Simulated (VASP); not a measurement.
# Cu (I4/mmm) in VASP: notebook, part 2 of 2

VASP 6.6.1.

## (3) Single point, PBE (12.64 Å³/atom)

INCAR

```
PREC = Accurate
ENCUT = 520
EDIFF = 1E-7
ISMEAR = 0
SIGMA = 0.15
LREAL = False
LASPH = True
NELM = 100
ALGO = Fast
ISIF = 2
LWAVE = False
LCHARG = False
GGA = PE
NBANDS = 12
```

KPOINTS

```
regular mesh
0
Gamma
  24 24 24
```

POSCAR

```
Cu
1.0
   -1.4790472128      1.4790472128      1.4442896033
    1.4790472128     -1.4790472128      1.4442896033
    1.4790472128      1.4790472128     -1.4442896033
Cu
1
Direct
    0.0000000000      0.0000000000      0.0000000000
```

Potentials or basis: VASP PAW PBE potentials, release 64 (Cu).

Launch:

```
$ cat potpaw_PBE.64/Cu/POTCAR > POTCAR
$ mpirun -np 1 vasp_std > vasp.out
```

OUTCAR:

```text
PREC = Accurate
   ENCUT = 520
   EDIFF = 1E-7
   ISMEAR = 0
   LREAL = False
   LASPH = True
   NELM = 100
   ISIF = 2
   GGA = PE

 ion  position               nearest neighbor table
   1  0.000  0.000  0.000-

  LATTYP: Found a body centered tetragonal cell.
 ALAT       =     2.9580944256
 C/A-ratio  =     0.9765000000

  Lattice vectors:

 A1 = (  -1.4790472128,   1.4790472128,   1.4442896033)
 A2 = (   1.4790472128,  -1.4790472128,   1.4442896033)
 A3 = (   1.4790472128,   1.4790472128,  -1.4442896033)

Analysis of symmetry for initial positions (statically):
=====================================================================
 Subroutine PRICEL returns:
 Original cell was already a primitive cell.

 Routine SETGRP: Setting up the symmetry group for a
 body centered tetragonal supercell.

 Subroutine GETGRP returns: Found 16 space group operations
 (whereof 16 operations were pure point group operations)
 out of a pool of 16 trial point group operations.

The static configuration has the point symmetry D_4h.

Analysis of symmetry for dynamics (positions and initial velocities):
=====================================================================
 Subroutine PRICEL returns:
 Original cell was already a primitive cell.

 Routine SETGRP: Setting up the symmetry group for a
 body centered tetragonal supercell.

 Subroutine GETGRP returns: Found 16 space group operations
 (whereof 16 operations were pure point group operations)
 out of a pool of 16 trial point group operations.

The dynamic configuration has the point symmetry D_4h.

 Subroutine INISYM returns: Found 16 space group operations
 (whereof 16 operations are pure point group operations),
 and found     1 'primitive' translations

----------------------------------------------------------------------------------------

                                     Primitive cell

  volume of cell :      12.6380

  direct lattice vectors                    reciprocal lattice vectors
    -1.479047213  1.479047213  1.444289603     0.000000000  0.338055470  0.346190957
     1.479047213 -1.479047213  1.444289603     0.338055470  0.000000000  0.346190957
     1.479047213  1.479047213 -1.444289603     0.338055470  0.338055470  0.000000000

  length of vectors
     2.541876034  2.541876034  2.541876034     0.483869486  0.483869486  0.478082630

  position of ions in fractional coordinates (direct lattice)
     0.000000000  0.000000000  0.000000000

  ion indices of the primitive-cell ions
   primitive index   ion index
                 1           1

----------------------------------------------------------------------------------------

 KPOINTS: regular mesh

Automatic generation of k-mesh.
 Grid dimensions read from file:
 generate k-points for:   24   24   24

 Generating k-lattice:

  Cartesian coordinates                     Fractional coordinates (reciprocal lattice)
     0.000000000  0.014085645  0.014424623     0.041666667  0.000000000  0.000000000
     0.014085645  0.000000000  0.014424623     0.000000000  0.041666667  0.000000000
     0.014085645  0.014085645  0.000000000     0.000000000  0.000000000  0.041666667

  Length of vectors
     0.020161229  0.020161229  0.019920110

  Shift w.r.t. Gamma in fractional coordinates (k-lattice)
     0.000000000  0.000000000  0.000000000

 Subroutine IBZKPT returns following result:
 ===========================================

 Found   1063 irreducible k-points:

 Following reciprocal coordinates:
            Coordinates               Weight
  0.000000  0.000000  0.000000      1.000000
  0.041667  0.000000  0.000000      8.000000
  0.083333 -0.000000  0.000000      8.000000
  0.125000  0.000000  0.000000      8.000000
  0.166667 -0.000000  0.000000      8.000000
  0.208333  0.000000  0.000000      8.000000
[... 16 lines left out ...]
  0.416667  0.041667  0.000000     16.000000
  0.458333  0.041667  0.000000     16.000000
 [... further k-points ...]
   k-points           NKPTS =   1063   k-points in BZ     NKDIM =   1063   number of bands    NBANDS=     12
   number of dos      NEDOS =    301   number of ions     NIONS =      1
   total plane-waves  NPLWV =   8000
   dimension x,y,z NGX =    20 NGY =   20 NGZ =   20
   dimension x,y,z NGXF=    40 NGYF=   40 NGZF=   40
   ions per type =               1
   NGX,Y,Z   is equivalent  to a cutoff of  13.08, 13.08, 13.08 a.u.
   NGXF,Y,Z  is equivalent  to a cutoff of  26.16, 26.16, 26.16 a.u.
 SYSTEM =  unknown system
   PREC   = accura    normal or accurate (medium, high low for compatibility)
   ISTART =      0    job   : 0-new  1-cont  2-samecut
   ICHARG =      2    charge: 1-file 2-atom 10-const
   ISPIN  =      1    spin polarized calculation?
   LNONCOLLINEAR =      F non collinear calculations
   LSORBIT =      F    spin-orbit coupling
   LASPH  =      T    aspherical Exc in radial PAW
   ENCUT  =  520.0 eV  38.22 Ry    6.18 a.u.   4.73  4.73  4.73*2*pi/ulx,y,z
   NELM   =    100;   NELMIN=  2; NELMDL= -5     # of ELM steps
   EDIFF  = 0.1E-06   stopping-criterion for ELM
   LREAL  =      F    real-space projection
   EDIFFG = 0.1E-05   stopping-criterion for IOM
   NSW    =      0    number of steps for IOM
   IBRION =     -1    ionic relax: 0-MD 1-quasi-New 2-CG
   NFREE  =      0    steps in history (QN), initial steepest desc. (CG)
   ISIF   =      2    stress and relaxation
   ISYM   =      2    0-nonsym 1-usesym 2-fastsym
   POTIM  = 0.5000    time-step for ionic-motion
   TEBEG  =    0.0;   TEEND  =   0.0 temperature during run
   PSTRESS=    0.0 pullay stress
   NELECT =      11.0000    total number of electrons
   NUPDOWN=      -1.0000    fix difference up-down
   EMIN   =  10.00;   EMAX   =-10.00  energy-range for DOS
   EFERMI =   0.00;   METHOD = LEGACY
   ISMEAR =     0;   SIGMA  =   0.15  broadening in eV -4-tet -1-fermi 0-gaus
   EFERMI_NEDOS =   21; number of points for ismear=-14 and -15
   IALGO  =     68    algorithm
   IMIX   =      4    mixing-type and parameters
     AMIX     =   0.40;   BMIX     =  1.00
     AMIX_MAG =   1.60;   BMIX_MAG =  1.00
  volume/ion in A,a.u.               =      12.64        85.29
  Fermi-wavevector in a.u.,A,eV,Ry     =   1.563074  2.953782 33.241769  2.443201
  Thomas-Fermi vector in A             =   2.665899
   LORBIT       =      0    0 simple, 1 ext, 2 COOP (PROOUT), +10 PAW based schemes
   GGA     = PE    functional components
   LHFCALC =     F    Hartree Fock is set to
   AEXX    =    0.0000 exact exchange contribution
   IVDW    =     0    specifies the selected vdW correction
   LEPSILON=     F    determine dielectric tensor
   LRPA    =     F    only Hartree local field effects (RPA)
 non-spin polarized calculation
 RMM-DIIS sequential band-by-band and
 Gauss-broadening in eV      SIGMA  =   0.15
  energy-cutoff  :      520.00
  volume of cell :       12.64
 maximum number of plane-waves:       370
   NGX =  9   NGY =  9   NGZ =  9

 number of electron      11.0000014 magnetization

 Free energy of the ion-electron system (eV)
  ---------------------------------------------------
  ext. energy  EPLUGINS =         0.00000000
  ---------------------------------------------------
  free energy    TOTEN  =        -3.68284721 eV

  energy without entropy =       -3.67790083  energy(sigma->0) =       -3.68037402

 E-fermi :   6.7737     XC(G=0): -12.3388

 val. band max:        6.7719253714   @ k =   0.5000   0.2083   0.0833
 cond. band min:       6.7746378327   @ k =  -0.0833  -0.4583   0.0833
 fundamental gap:      0.0027124613
 Fermi energy:         6.7737378343

 k-point     1 :       0.0000    0.0000    0.0000
  band No.  band energies     occupation
      1      -2.0664      2.00000
      2       3.8234      2.00000
      3       3.9062      2.00000
      4       3.9062      2.00000
      5       4.7464      2.00000
      6       4.8332      2.00000
      7      30.9645      0.00000
      8      30.9645      0.00000
      9      31.5260      0.00000
     10      33.5527      0.00000
     11      33.5550      0.00000
     12      34.3872      0.00000
[... 331 lines left out ...]
 k-point    24 :       0.4583    0.0417    0.0000
  band No.  band energies     occupation
      1       2.1494      2.00000
      2       3.2140      2.00000
      3       4.7516      2.00000
      4       4.8734      2.00000
      5       5.3277      2.00000
      6       6.5308      1.97801
      7      11.0001      0.00000
      8      22.6913      0.00000
      9      23.4010      0.00000
     10      27.6179      0.00000
     11      30.1421      0.00000
     12      38.9692      0.00000

 [... further k-points ...]
[... 5 lines left out ...]
  --------------------------------------------------------------------------------------
  -------------------------------------------------------------------------------------
  Total       -0.4456287     -0.4456287     -0.4627703      0.0000000      0.0000000     -0.0000000
  in kB      -56.4944004    -56.4944004    -58.6675169      0.0000000      0.0000000     -0.0000000
  external PRESSURE =     -57.2187726 kB  Pullay stress =       0.0000000 kB

 VOLUME and BASIS-vectors are now :
 -----------------------------------------------------------------------------
  energy-cutoff  :      520.00
  volume of cell :       12.64
      direct lattice vectors                 reciprocal lattice vectors
    -1.479047213  1.479047213  1.444289603     0.000000000  0.338055470  0.346190957
     1.479047213 -1.479047213  1.444289603     0.338055470  0.000000000  0.346190957
     1.479047213  1.479047213 -1.444289603     0.338055470  0.338055470  0.000000000

 POSITION                                       TOTAL-FORCE (eV/Angst)
 -----------------------------------------------------------------------------------
      0.00000      0.00000      0.00000         0.000000     -0.000000     -0.000000
 -----------------------------------------------------------------------------------
    total drift:                                0.000000     -0.000000      0.000000

  FREE ENERGIE OF THE ION-ELECTRON SYSTEM (eV)
  ---------------------------------------------------
  free  energy   TOTEN  =        -3.6828472114 eV

  energy  without entropy=       -3.6779008254  energy(sigma->0) =       -3.68037402
```

Run time: 2.5 min. Hardware: 1 thread of Intel Xeon Platinum 8488C (Sapphire Rapids), shared host; peak memory 0.26 GiB.

Results:

```
Free energy            : -3.6828 eV
Pressure               : -5.7 GPa
Band gap on the k mesh : zero (an odd number of electrons rules out a gap without spin polarisation)
```

Caveat: the cell stands under tension.
